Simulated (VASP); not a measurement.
Wanted: the native input for a VASP 6.6.1 run.

| Quantity | Value |
| --- | --- |
| Task | single point |
| Functional | LDA |
| Potentials or basis | VASP PAW LDA potentials, release 64 (Au) |
| Cutoff | 520 eV |
| k mesh | 16 × 16 × 16 |
| Occupations | fermi-dirac, width 0.05 eV |
| Spin | no spin polarisation |
| Dipole correction | no |
| Further INCAR settings | ALGO = Fast; EDIFF = 1e-06; NBANDS = 12 |

The structure of Au lies in POSCAR:

```
Au
1.0
   -1.6572690000      1.6572690000      1.6572690000
    1.6572690000     -1.6572690000      1.6572690000
    1.6572690000      1.6572690000     -1.6572690000
Au
1
Direct
    0.0000000000      0.0000000000      0.0000000000
```

One way to write it, as run:

INCAR

```
SYSTEM = Au
  PREC = Accurate
  ENCUT = 520
  EDIFF = 1E-6
  ISMEAR = -1
  SIGMA = 0.05
  LREAL = .False.
  LASPH = .True.
  NELM = 80
  ALGO = Fast
  ISIF = 2
  LWAVE = .False.
  LCHARG = .False.
  GGA = CA
  NBANDS = 12
```

KPOINTS

```
regular mesh
0
Gamma
  16 16 16
  0 0 0
```

Potentials or basis: VASP PAW LDA potentials, release 64 (Au).

Command:

```bash
$ cat potpaw_LDA.64/Au/POTCAR > POTCAR
$ mpirun -np 1 vasp_std > vasp.out
```

It gave:

```
Pressure : -13.4 GPa
```

It took 15 s on 1 thread of Intel(R) Xeon(R) Platinum 8488C (Sapphire Rapids), on a shared host, peak memory 0.14 GiB.
